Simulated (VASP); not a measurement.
Input of a VASP 6.6.1 run:

INCAR

```
ALGO = Normal
EDIFF = 1E-6
ENCUT = 520
GGA = PS
ISIF = 2
ISMEAR = 0
LASPH = T
LCHARG = F
LREAL = F
LWAVE = F
NBANDS = 30
NELM = 60
PREC = Accurate
SIGMA = 0.02
```

File KPOINTS:

```
k-points
0
Gamma
  4 4 4
```

File POSCAR:

```
N
1.0
    6.1178497262      0.0000000000      0.0000000000
    0.0000000000      6.1178497262      0.0000000000
    0.0000000000      0.0000000000      6.1178497262
N
8
Direct
    0.0518884016      0.0518884016      0.0518884016
    0.4481115984      0.9481115984      0.5518884016
    0.5518884016      0.4481115984      0.9481115984
    0.9481115984      0.5518884016      0.4481115984
    0.9481115984      0.9481115984      0.9481115984
    0.5518884016      0.0518884016      0.4481115984
    0.4481115984      0.5518884016      0.0518884016
    0.0518884016      0.4481115984      0.5518884016
```

Potentials or basis: VASP PAW PBE potentials, release 64 (N).

The run is started by

```console
$ cat potpaw_PBE.64/N/POTCAR > POTCAR
$ mpirun -np 1 vasp_std > vasp.out
```

Question: What does it give for the largest force?

Answer: 1.879 eV/Å.

Question: Predict the pressure.

Answer: 1.7 GPa.

Question: What does it give for the band gap on the k mesh?

Answer: 7.63 eV (least direct gap 7.64 eV).

Forces on the atoms (eV/Å):
```
N    1.085  1.085  1.085
N   -1.085 -1.085  1.085
N    1.085 -1.085 -1.085
N   -1.085  1.085 -1.085
N   -1.085 -1.085 -1.085
N    1.085  1.085 -1.085
N   -1.085  1.085  1.085
N    1.085 -1.085  1.085
```

Caveat: the standard files for N, O and F lose accuracy on very short bonds; this functional lacks dispersion, which holds the molecules together, so the pressure and a relaxed volume are unreliable; the PAW data sets were made with another functional, which shifts forces and pressure a little. A k mesh can miss the band edges.
